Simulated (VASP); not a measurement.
# Ta7F (Fm-3m) in VASP: single point with PBE

Aim: the single point of Ta7F with PBE.

Everything below comes from runs of VASP 6.6.1. Logs are shortened: lines on timing, memory, paths and dates and some standing lists are left out, and cuts for length are marked.

## 1. The cell of the first run

The structure is cubic, space group Fm-3m (No. 225). Conventional cell: a = 8.069 Å, b = 8.069 Å, c = 8.069 Å, α = 90.00°, β = 90.00°, γ = 90.00°. Ta (site symmetry m-3m) has 12 Ta at 2.85 Å within 3.8 Å. Within 3.8 Å of Ta (site symmetry mmm) lie 10 Ta at 2.85 Å and 2 F at 2.85 Å. Within 3.8 Å of F (site symmetry m-3m) lie 12 Ta at 2.85 Å.

## 2. Single point, PBE

File INCAR:

```
  PREC = Accurate
  ENCUT = 520
  EDIFF = 1E-6
  ISMEAR = 0
  SIGMA = 0.1
  LREAL = F
  LASPH = T
  NELM = 80
  ALGO = Normal
  ISIF = 2
  LWAVE = F
  LCHARG = T
  GGA = PE
  LELF = T
  LVHAR = T
  NBANDS = 52
```

File KPOINTS:

```
Automatic mesh
0
Gamma
  4 4 4
```

File POSCAR:

```
Ta7F
1.0
    0.0000000000      4.0343429300      4.0343429300
    4.0343429300      0.0000000000      4.0343429300
    4.0343429300      4.0343429300      0.0000000000
Ta F
7 1
Direct
    0.5000000000      0.5000000000      0.5000000000
    0.0000000000      0.0000000000      0.5000000000
    0.5000000000      0.0000000000      0.5000000000
    0.0000000000      0.5000000000      0.5000000000
    0.5000000000      0.5000000000      0.0000000000
    0.0000000000      0.5000000000      0.0000000000
    0.5000000000      0.0000000000      0.0000000000
    0.0000000000      0.0000000000      0.0000000000
```

Potentials or basis: VASP PAW PBE potentials, release 64 (Ta_pv, F).

On the command line:

```sh
$ cat potpaw_PBE.64/Ta_pv/POTCAR potpaw_PBE.64/F/POTCAR > POTCAR
$ mpirun -np 1 vasp_std > vasp.out
```

OUTCAR:

```text
PREC = Accurate
   ENCUT = 520
   EDIFF = 1E-6
   ISMEAR = 0
   LREAL = F
   LASPH = T
   NELM = 80
   ISIF = 2
   GGA = PE

 ion  position               nearest neighbor table
   1  0.500  0.500  0.500-   3 2.85   4 2.85   5 2.85   5 2.85   6 2.85   7 2.85   2 2.85   3 2.85
                             7 2.85   2 2.85   4 2.85   6 2.85
   2  0.000  0.000  0.500-   3 2.85   4 2.85   6 2.85   7 2.85   1 2.85   4 2.85   6 2.85   1 2.85
                             3 2.85   7 2.85
   3  0.500  0.000  0.500-   1 2.85   2 2.85   7 2.85   5 2.85   7 2.85   1 2.85   4 2.85   5 2.85
                             2 2.85   4 2.85
   4  0.000  0.500  0.500-   1 2.85   2 2.85   6 2.85   5 2.85   6 2.85   2 2.85   3 2.85   1 2.85
                             3 2.85   5 2.85
   5  0.500  0.500  0.000-   1 2.85   6 2.85   7 2.85   1 2.85   3 2.85   4 2.85   3 2.85   7 2.85
                             4 2.85   6 2.85
   6  0.000  0.500  0.000-   4 2.85   5 2.85   1 2.85   2 2.85   4 2.85   2 2.85   7 2.85   1 2.85
                             5 2.85   7 2.85
   7  0.500  0.000  0.000-   3 2.85   5 2.85   1 2.85   2 2.85   3 2.85   1 2.85   5 2.85   6 2.85
                             2 2.85   6 2.85
   8  0.000  0.000  0.000-

  LATTYP: Found a face centered cubic cell.
 ALAT       =     8.0686858600

  Lattice vectors:

 A1 = (   0.0000000000,   4.0343429300,   4.0343429300)
 A2 = (   4.0343429300,   0.0000000000,   4.0343429300)
 A3 = (   4.0343429300,   4.0343429300,   0.0000000000)

Analysis of symmetry for initial positions (statically):
=====================================================================
 Subroutine PRICEL returns:
 Original cell was already a primitive cell.

 Routine SETGRP: Setting up the symmetry group for a
 face centered cubic supercell.

 Subroutine GETGRP returns: Found 48 space group operations
 (whereof 48 operations were pure point group operations)
 out of a pool of 48 trial point group operations.

The static configuration has the point symmetry O_h .

Analysis of symmetry for dynamics (positions and initial velocities):
=====================================================================
 Subroutine PRICEL returns:
 Original cell was already a primitive cell.

 Routine SETGRP: Setting up the symmetry group for a
 face centered cubic supercell.

 Subroutine GETGRP returns: Found 48 space group operations
 (whereof 48 operations were pure point group operations)
 out of a pool of 48 trial point group operations.

The dynamic configuration has the point symmetry O_h .

 Subroutine INISYM returns: Found 48 space group operations
 (whereof 48 operations are pure point group operations),
[... 98 lines left out ...]
   ISYM   =      2    0-nonsym 1-usesym 2-fastsym
   POTIM  = 0.5000    time-step for ionic-motion
   TEBEG  =    0.0;   TEEND  =   0.0 temperature during run
   PSTRESS=    0.0 pullay stress
   NELECT =      84.0000    total number of electrons
   NUPDOWN=      -1.0000    fix difference up-down
   EMIN   =  10.00;   EMAX   =-10.00  energy-range for DOS
   EFERMI =   0.00;   METHOD = LEGACY
   ISMEAR =     0;   SIGMA  =   0.10  broadening in eV -4-tet -1-fermi 0-gaus
   EFERMI_NEDOS =   21; number of points for ismear=-14 and -15
   IALGO  =     38    algorithm
   IMIX   =      4    mixing-type and parameters
     AMIX     =   0.40;   BMIX     =  1.00
     AMIX_MAG =   1.60;   BMIX_MAG =  1.00
  volume/ion in A,a.u.               =      16.42       110.78
  Fermi-wavevector in a.u.,A,eV,Ry     =   1.410539  2.665532 27.070429  1.989620
  Thomas-Fermi vector in A             =   2.532483
   LORBIT       =      0    0 simple, 1 ext, 2 COOP (PROOUT), +10 PAW based schemes
   GGA     = PE    functional components
   LHFCALC =     F    Hartree Fock is set to
   AEXX    =    0.0000 exact exchange contribution
   IVDW    =     0    specifies the selected vdW correction
   LEPSILON=     F    determine dielectric tensor
   LRPA    =     F    only Hartree local field effects (RPA)
 non-spin polarized calculation
 Gauss-broadening in eV      SIGMA  =   0.10
  energy-cutoff  :      520.00
  volume of cell :      131.33
 maximum number of plane-waves:      3582
   NGX = 21   NGY = 21   NGZ = 21

 number of electron      84.0000009 magnetization

 Free energy of the ion-electron system (eV)
  ---------------------------------------------------
  ext. energy  EPLUGINS =         0.00000000
  ---------------------------------------------------
  free energy    TOTEN  =       -81.81227405 eV

  energy without entropy =      -81.76944400  energy(sigma->0) =      -81.79085903

 E-fermi :   6.0280     XC(G=0): -12.6001

 val. band max:        6.0229468851   @ k =  -0.2500   0.2500   0.0000
 cond. band min:       6.0481581436   @ k =   0.0000   0.0000   0.0000
 fundamental gap:      0.0252112585
 Fermi energy:         6.0280181074

 k-point     1 :       0.0000    0.0000    0.0000
  band No.  band energies     occupation
      1     -28.9036      2.00000
      2     -28.7218      2.00000
      3     -28.7218      2.00000
      4     -28.7218      2.00000
      5     -28.6100      2.00000
      6     -28.6100      2.00000
[... 429 lines left out ...]
     51       8.6609      0.00000
     52       8.7303      0.00000

------------------------ aborting loop because EDIFF is reached ----------------------------------------

  FORCE on cell =-STRESS in cart. coord.  units (eV):
  Direction    XX          YY          ZZ          XY          YZ          ZX
  --------------------------------------------------------------------------------------
  -------------------------------------------------------------------------------------
  Total       15.1242459     15.1242459     15.1242459      0.0000000     -0.0000000      0.0000000
  in kB      184.5167861    184.5167861    184.5167861      0.0000000     -0.0000000      0.0000000
  external PRESSURE =     184.5167861 kB  Pullay stress =       0.0000000 kB

 VOLUME and BASIS-vectors are now :
 -----------------------------------------------------------------------------
  energy-cutoff  :      520.00
  volume of cell :      131.33
      direct lattice vectors                 reciprocal lattice vectors
     0.000000000  4.034342930  4.034342930    -0.123935919  0.123935919  0.123935919
     4.034342930  0.000000000  4.034342930     0.123935919 -0.123935919  0.123935919
     4.034342930  4.034342930  0.000000000     0.123935919  0.123935919 -0.123935919

 POSITION                                       TOTAL-FORCE (eV/Angst)
 -----------------------------------------------------------------------------------
      4.03434      4.03434      4.03434         0.000000      0.000000      0.000000
      2.01717      2.01717      0.00000        -0.000000     -0.000000      0.000000
      2.01717      4.03434      2.01717         0.000000      0.000000     -0.000000
      4.03434      2.01717      2.01717         0.000000     -0.000000     -0.000000
      2.01717      2.01717      4.03434        -0.000000      0.000000      0.000000
      2.01717      0.00000      2.01717        -0.000000      0.000000      0.000000
      0.00000      2.01717      2.01717        -0.000000      0.000000      0.000000
      0.00000      0.00000      0.00000        -0.000000      0.000000      0.000000
 -----------------------------------------------------------------------------------
    total drift:                               -0.000000     -0.000000      0.000000

  FREE ENERGIE OF THE ION-ELECTRON SYSTEM (eV)
  ---------------------------------------------------
  free  energy   TOTEN  =       -81.8122740507 eV

  energy  without entropy=      -81.7694439998  energy(sigma->0) =      -81.79085903
```

It took 59 s on 1 thread of Intel Xeon Platinum 8488C (Sapphire Rapids), shared host; peak memory 0.26 GiB.

What came out:

```yaml
Free_energy: -81.8123 eV
Pressure: 18.5 GPa
Band_gap_on_the_k_mesh: zero (band 42 reaches 6.69 eV, above the bottom of band 43 at 5.76 eV)
```

Caveat: spin-orbit coupling is left out, which moves the levels of the heavy elements.
